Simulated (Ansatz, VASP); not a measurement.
Two plane-wave programs on Mo3Rh

File INCAR:

```
  ALGO = Fast
  EDIFF = 1E-6
  ENCUT = 520
  GGA = PE
  ISIF = 2
  ISMEAR = 0
  ISPIN = 2
  LASPH = T
  LCHARG = T
  LELF = T
  LMAXMIX = 4
  LORBIT = 11
  LREAL = F
  LVHAR = T
  LWAVE = F
  MAGMOM = 1 1 1 1
  NBANDS = 40
  NELM = 150
  PREC = Accurate
  SIGMA = 0.1
```

KPOINTS

```
k-points
0
Gamma
  4 4 4
```

File POSCAR:

```
Mo3Rh
1.0
    3.9482848211      0.0000000000      0.0000000000
    0.0000000000      3.9482848211      0.0000000000
    0.0000000000      0.0000000000      3.9482848211
Mo Rh
3 1
Direct
    0.0000000000      0.5000000000      0.5000000000
    0.5000000000      0.0000000000      0.5000000000
    0.5000000000      0.5000000000      0.0000000000
    0.0000000000      0.0000000000      0.0000000000
```

Input for Ansatz:

```yaml
crystal:
  lattice:
    - [3.9482848211, 0.0, 0.0]
    - [0.0, 3.9482848211, 0.0]
    - [0.0, 0.0, 3.9482848211]
  atoms:
    - { symbol: Mo, position: [0.0, 0.5, 0.5], spin: 1.0 }
    - { symbol: Mo, position: [0.5, 0.0, 0.5], spin: 1.0 }
    - { symbol: Mo, position: [0.5, 0.5, 0.0], spin: 1.0 }
    - { symbol: Rh, position: [0.0, 0.0, 0.0], spin: 1.0 }
basis:
  ecutwfc: 420
kpoints:
  mp_grid: { grid: [4, 4, 4] }
hamiltonian:
  xc: pbe
scf:
  occupations: { method: gaussian, width: 0.1 }
  lower_state_search: "off"
output:
  forces: true
  stress: true
  eigenvalues: true
  populations: true
magnetization:
  spin_polarized: true
```

Change from the starting cell: species swapped into the CsRb3 type (Pm-3m, No. 221).

Alike in both runs: task single point; functional PBE; k mesh 4 × 4 × 4; occupations gaussian, width 0.1 eV; collinear spin.

```csv
,VASP,Ansatz
version,VASP 6.6.1,Ansatz 0.2.0
potentials or method,"VASP PAW PBE potentials, release 64 (Mo_sv, Rh_pv), cutoff 520 eV","scalar-relativistic, plane waves, PAW"
valence electrons in the cell,57,59
```

```csv
,VASP,Ansatz,Ansatz less VASP
gap on the k mesh at the Fermi level (eV),none,none,-
pressure (GPa),0.4,0.0,-0.43
net moment per atom (μB),0.00,0.00,-0.001
```

A gap of «none» marks a metal or a gap that the smearing closes. VASP's potentials hold 57 valence electrons a cell and Ansatz's 59, so a difference there can come from the potentials and not from the codes. Ansatz's warnings: seeded moment not kept.

The k mesh is coarse, so the values compare programs but aren't converged.
